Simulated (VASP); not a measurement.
# GaAs (F-43m) in VASP: single point with PBE

Aim: the single point of GaAs with PBE.

Everything below comes from runs of VASP 6.6.1. Logs are shortened: lines on timing, memory, paths and dates and some standing lists are left out, and cuts for length are marked.

### Step 1. The cell of the first run

The structure is cubic, space group F-43m (No. 216). The conventional cell has a = 5.654 Å, b = 5.654 Å, c = 5.654 Å, α = 90.00°, β = 90.00°, γ = 90.00°. Ga (site symmetry -43m) has 4 As at 2.45 Å within 3.2 Å. Within 3.2 Å of As (site symmetry -43m) lie 4 Ga at 2.45 Å.

### Step 2. Single point, PBE

INCAR reads:

```
ALGO = Normal
EDIFF = 1E-6
ENCUT = 520
GGA = PE
ISIF = 2
ISMEAR = 0
LASPH = T
LCHARG = F
LREAL = Auto
LWAVE = F
NBANDS = 276
NELM = 80
PREC = Accurate
SIGMA = 0.05
```

KPOINTS reads:

```
k-points
0
Gamma
  1 1 1
```

POSCAR reads:

```
GaAs
1.0
    0.0000000000      8.4805500000      8.4805500000
    8.4805500000      0.0000000000      8.4805500000
    8.4805500000      8.4805500000      0.0000000000
Ga As
27 27
Direct
    0.0000000000      0.0000000000      0.0000000000
    0.0000000000      0.0000000000      0.3333330000
    0.0000000000      0.0000000000      0.6666670000
    0.0000000000      0.3333330000      0.0000000000
    0.0000000000      0.3333330000      0.3333330000
    0.0000000000      0.3333330000      0.6666670000
    0.0000000000      0.6666670000      0.0000000000
    0.0000000000      0.6666670000      0.3333330000
    0.0000000000      0.6666670000      0.6666670000
    0.3333330000      0.0000000000      0.0000000000
    0.3333330000      0.0000000000      0.3333330000
    0.3333330000      0.0000000000      0.6666670000
    0.3333330000      0.3333330000      0.0000000000
    0.3333330000      0.3333330000      0.3333330000
    0.3333330000      0.3333330000      0.6666670000
    0.3333330000      0.6666670000      0.0000000000
    0.3333330000      0.6666670000      0.3333330000
    0.3333330000      0.6666670000      0.6666670000
    0.6666670000      0.0000000000      0.0000000000
    0.6666670000      0.0000000000      0.3333330000
    0.6666670000      0.0000000000      0.6666670000
    0.6666670000      0.3333330000      0.0000000000
    0.6666670000      0.3333330000      0.3333330000
    0.6666670000      0.3333330000      0.6666670000
    0.6666670000      0.6666670000      0.0000000000
    0.6666670000      0.6666670000      0.3333330000
    0.6666670000      0.6666670000      0.6666670000
    0.0833330000      0.0833330000      0.0833330000
    0.0833330000      0.0833330000      0.4166670000
    0.0833330000      0.0833330000      0.7500000000
    0.0833330000      0.4166670000      0.0833330000
    0.0833330000      0.4166670000      0.4166670000
    0.0833330000      0.4166670000      0.7500000000
    0.0833330000      0.7500000000      0.0833330000
    0.0833330000      0.7500000000      0.4166670000
    0.0833330000      0.7500000000      0.7500000000
    0.4166670000      0.0833330000      0.0833330000
    0.4166670000      0.0833330000      0.4166670000
    0.4166670000      0.0833330000      0.7500000000
    0.4166670000      0.4166670000      0.0833330000
    0.4166670000      0.4166670000      0.4166670000
    0.4166670000      0.4166670000      0.7500000000
    0.4166670000      0.7500000000      0.0833330000
    0.4166670000      0.7500000000      0.4166670000
    0.4166670000      0.7500000000      0.7500000000
    0.7500000000      0.0833330000      0.0833330000
    0.7500000000      0.0833330000      0.4166670000
    0.7500000000      0.0833330000      0.7500000000
    0.7500000000      0.4166670000      0.0833330000
    0.7500000000      0.4166670000      0.4166670000
    0.7500000000      0.4166670000      0.7500000000
    0.7500000000      0.7500000000      0.0833330000
    0.7500000000      0.7500000000      0.4166670000
    0.7500000000      0.7500000000      0.7500000000
```

Potentials or basis: VASP PAW PBE potentials, release 64 (Ga_d, As).

Started as:

```
> cat potpaw_PBE.64/Ga_d/POTCAR potpaw_PBE.64/As/POTCAR > POTCAR
> mpirun -np 1 vasp_gam > vasp.out
```

OUTCAR:

```text
EDIFF = 1E-6
   ENCUT = 520
   GGA = PE
   ISIF = 2
   ISMEAR = 0
   LASPH = T
   LREAL = Auto
   NELM = 80
   PREC = Accurate

 ion  position               nearest neighbor table
   1  0.000  0.000  0.000-  28 2.45  30 2.45  34 2.45  46 2.45
   2  0.000  0.000  0.333-  28 2.45  29 2.45  35 2.45  47 2.45
   3  0.000  0.000  0.667-  30 2.45  29 2.45  36 2.45  48 2.45
   4  0.000  0.333  0.000-  28 2.45  31 2.45  33 2.45  49 2.45
   5  0.000  0.333  0.333-  29 2.45  31 2.45  50 2.45  32 2.45
   6  0.000  0.333  0.667-  30 2.45  32 2.45  33 2.45  51 2.45
[... 46 lines left out ...]
  53  0.750  0.750  0.417-   8 2.45  20 2.45  26 2.45  27 2.45
  54  0.750  0.750  0.750-  27 2.45  21 2.45  25 2.45   9 2.45

  LATTYP: Found a face centered cubic cell.
 ALAT       =    16.9611000000

  Lattice vectors:

 A1 = (   0.0000000000,   8.4805500000,   8.4805500000)
 A2 = (   8.4805500000,   0.0000000000,   8.4805500000)
 A3 = (   8.4805500000,   8.4805500000,   0.0000000000)

Analysis of symmetry for initial positions (statically):
=====================================================================
 Subroutine PRICEL returns following result:

  LATTYP: Found a face centered cubic cell.
 ALAT       =     5.6536943463

  Lattice vectors:

 A1 = (   0.0000000000,   2.8268471732,   2.8268471732)
 A2 = (   2.8268471732,   0.0000000000,   2.8268471732)
 A3 = (   2.8268471732,   2.8268471732,   0.0000000000)

  27 primitive cells build up your supercell.

 Routine SETGRP: Setting up the symmetry group for a
 face centered cubic supercell.

 Subroutine GETGRP returns: Found 24 space group operations
 (whereof 24 operations were pure point group operations)
 out of a pool of 48 trial point group operations.

The static configuration has the point symmetry T_d .

Analysis of symmetry for dynamics (positions and initial velocities):
=====================================================================
 Subroutine PRICEL returns following result:

  LATTYP: Found a face centered cubic cell.
 ALAT       =     5.6536943463

  Lattice vectors:

 A1 = (   0.0000000000,   2.8268471732,   2.8268471732)
 A2 = (   2.8268471732,   0.0000000000,   2.8268471732)
 A3 = (   2.8268471732,   2.8268471732,   0.0000000000)

  27 primitive cells build up your supercell.

 Routine SETGRP: Setting up the symmetry group for a
 face centered cubic supercell.

 Subroutine GETGRP returns: Found 24 space group operations
 (whereof 24 operations were pure point group operations)
 out of a pool of 48 trial point group operations.

The dynamic configuration has the point symmetry T_d .

 Subroutine INISYM returns: Found 24 space group operations
 (whereof 24 operations are pure point group operations),
 and found    27 'primitive' translations

----------------------------------------------------------------------------------------

                                     Primitive cell

  volume of cell :      45.1790

  direct lattice vectors                    reciprocal lattice vectors
     0.000000000  2.826847173  2.826847173    -0.176875497  0.176875497  0.176875497
     2.826847173  0.000000000  2.826847173     0.176875497 -0.176875497  0.176875497
     2.826847173  2.826847173  0.000000000     0.176875497  0.176875497 -0.176875497

  length of vectors
     3.997765611  3.997765611  3.997765611     0.306357348  0.306357348  0.306357348

  position of ions in fractional coordinates (direct lattice)
     0.000000000  0.000000000  0.000000000
     0.249999250  0.249999250  0.249999250

  ion indices of the primitive-cell ions
   primitive index   ion index
                 1           1
                 2          28

----------------------------------------------------------------------------------------

 KPOINTS: k-points

Automatic generation of k-mesh.
 Grid dimensions read from file:
 generate k-points for:    1    1    1

 Generating k-lattice:

  Cartesian coordinates                     Fractional coordinates (reciprocal lattice)
    -0.058958440  0.058958440  0.058958440     1.000000000  0.000000000  0.000000000
     0.058958440 -0.058958440  0.058958440     0.000000000  1.000000000  0.000000000
     0.058958440  0.058958440 -0.058958440     0.000000000  0.000000000  1.000000000

  Length of vectors
     0.102119014  0.102119014  0.102119014

  Shift w.r.t. Gamma in fractional coordinates (k-lattice)
     0.000000000  0.000000000  0.000000000

 Subroutine IBZKPT returns following result:
 ===========================================

 Found      1 irreducible k-points:

 Following reciprocal coordinates:
            Coordinates               Weight
  0.000000  0.000000  0.000000      1.000000
   k-points           NKPTS =      1   k-points in BZ     NKDIM =      1   number of bands    NBANDS=    276
   number of dos      NEDOS =    301   number of ions     NIONS =     54
   total plane-waves  NPLWV = 729000
   dimension x,y,z NGX =    90 NGY =   90 NGZ =   90
   dimension x,y,z NGXF=   180 NGYF=  180 NGZF=  180
   ions per type =              27  27
   NGX,Y,Z   is equivalent  to a cutoff of  12.48, 12.48, 12.48 a.u.
   NGXF,Y,Z  is equivalent  to a cutoff of  24.95, 24.95, 24.95 a.u.
 SYSTEM =  unknown system
   PREC   = accura    normal or accurate (medium, high low for compatibility)
   ISTART =      0    job   : 0-new  1-cont  2-samecut
   ICHARG =      2    charge: 1-file 2-atom 10-const
   ISPIN  =      1    spin polarized calculation?
   LNONCOLLINEAR =      F non collinear calculations
   LSORBIT =      F    spin-orbit coupling
   LASPH  =      T    aspherical Exc in radial PAW
   ENCUT  =  520.0 eV  38.22 Ry    6.18 a.u.  22.30 22.30 22.30*2*pi/ulx,y,z
   NELM   =     80;   NELMIN=  2; NELMDL= -5     # of ELM steps
   EDIFF  = 0.1E-05   stopping-criterion for ELM
   LREAL  =      T    real-space projection
   EDIFFG = 0.1E-04   stopping-criterion for IOM
   NSW    =      0    number of steps for IOM
   IBRION =     -1    ionic relax: 0-MD 1-quasi-New 2-CG
   NFREE  =      0    steps in history (QN), initial steepest desc. (CG)
   ISIF   =      2    stress and relaxation
   ISYM   =      2    0-nonsym 1-usesym 2-fastsym
   POTIM  = 0.5000    time-step for ionic-motion
   TEBEG  =    0.0;   TEEND  =   0.0 temperature during run
   PSTRESS=    0.0 pullay stress
   NELECT =     486.0000    total number of electrons
   NUPDOWN=      -1.0000    fix difference up-down
   EMIN   =  10.00;   EMAX   =-10.00  energy-range for DOS
   EFERMI =   0.00;   METHOD = LEGACY
   ISMEAR =     0;   SIGMA  =   0.05  broadening in eV -4-tet -1-fermi 0-gaus
   EFERMI_NEDOS =   21; number of points for ismear=-14 and -15
   IALGO  =     38    algorithm
   IMIX   =      4    mixing-type and parameters
     AMIX     =   0.40;   BMIX     =  1.00
     AMIX_MAG =   1.60;   BMIX_MAG =  1.00
  volume/ion in A,a.u.               =      22.59       152.44
  Fermi-wavevector in a.u.,A,eV,Ry     =   1.204628  2.276417 19.743799  1.451128
  Thomas-Fermi vector in A             =   2.340347
   LORBIT       =      0    0 simple, 1 ext, 2 COOP (PROOUT), +10 PAW based schemes
   GGA     = PE    functional components
   LHFCALC =     F    Hartree Fock is set to
   AEXX    =    0.0000 exact exchange contribution
   IVDW    =     0    specifies the selected vdW correction
   LEPSILON=     F    determine dielectric tensor
   LRPA    =     F    only Hartree local field effects (RPA)
 non-spin polarized calculation
 Gauss-broadening in eV      SIGMA  =   0.05
  energy-cutoff  :      520.00
  volume of cell :     1219.84
 maximum number of plane-waves:     16372
 NGX is ok and might be reduce to    90
   NGX = 45   NGY = 45   NGZ = 45

 number of electron     485.9999862 magnetization

 Free energy of the ion-electron system (eV)
  ---------------------------------------------------
  ext. energy  EPLUGINS =         0.00000000
  ---------------------------------------------------
  free energy    TOTEN  =      -207.04598647 eV

  energy without entropy =     -207.04598647  energy(sigma->0) =     -207.04598647

 E-fermi :   4.3048     XC(G=0):  -9.5148

 val. band max:        4.0563427703   @ k =   0.0000   0.0000   0.0000
 cond. band min:       4.5506281486   @ k =   0.0000   0.0000   0.0000
 fundamental gap:      0.4942853783
 Fermi energy:         4.3047947382

 k-point     1 :       0.0000    0.0000    0.0000
  band No.  band energies     occupation
      1     -10.9726      2.00000
      2     -10.9726      2.00000
      3     -10.9726      2.00000
      4     -10.9725      2.00000
      5     -10.9725      2.00000
      6     -10.9725      2.00000
[... 247 lines left out ...]
    254       5.5702      0.00000
    255       5.5702      0.00000
 [bands above 255 left out]

------------------------ aborting loop because EDIFF is reached ----------------------------------------

  FORCE on cell =-STRESS in cart. coord.  units (eV):
  Direction    XX          YY          ZZ          XY          YZ          ZX
  --------------------------------------------------------------------------------------
  -------------------------------------------------------------------------------------
  Total       35.7366630     35.7366630     35.7366630     -0.0000000     -0.0000000      0.0000000
  in kB       46.9377780     46.9377780     46.9377780     -0.0000000     -0.0000000      0.0000000
  external PRESSURE =      46.9377780 kB  Pullay stress =       0.0000000 kB

 VOLUME and BASIS-vectors are now :
 -----------------------------------------------------------------------------
  energy-cutoff  :      520.00
  volume of cell :     1219.84
      direct lattice vectors                 reciprocal lattice vectors
     0.000000000  8.480550000  8.480550000    -0.058958440  0.058958440  0.058958440
     8.480550000  0.000000000  8.480550000     0.058958440 -0.058958440  0.058958440
     8.480550000  8.480550000  0.000000000     0.058958440  0.058958440 -0.058958440

 POSITION                                       TOTAL-FORCE (eV/Angst)
 -----------------------------------------------------------------------------------
      0.00000      0.00000      0.00000         0.000000      0.000000     -0.000000
      2.82685      2.82685      0.00000        -0.000000      0.000000      0.000000
      5.65370      5.65370      0.00000        -0.000000      0.000000      0.000000
      2.82685      0.00000      2.82685         0.000000     -0.000000      0.000000
      5.65369      2.82685      2.82685         0.000000      0.000000      0.000000
      8.48055      5.65370      2.82685         0.000000      0.000000     -0.000000
[... 46 lines left out ...]
      9.89398      9.89398     12.72082        -0.000000      0.000000      0.000000
     12.72082     12.72082     12.72082        -0.000000     -0.000000     -0.000000
 -----------------------------------------------------------------------------------
    total drift:                                0.000045      0.000045      0.000048

  FREE ENERGIE OF THE ION-ELECTRON SYSTEM (eV)
  ---------------------------------------------------
  free  energy   TOTEN  =      -207.0459864704 eV

  energy  without entropy=     -207.0459864704  energy(sigma->0) =     -207.04598647
```

Wall time 14 min (1 thread of Intel Xeon Platinum 8259CL at 2.50GHz (Skylake/Cascade Lake), shared host); peak memory 1.3 GiB.

What came out:

```yaml
Free_energy: -207.0460 eV
Pressure: 4.7 GPa
```

Caveat: the k points lie up to 0.64 Å⁻¹ apart.
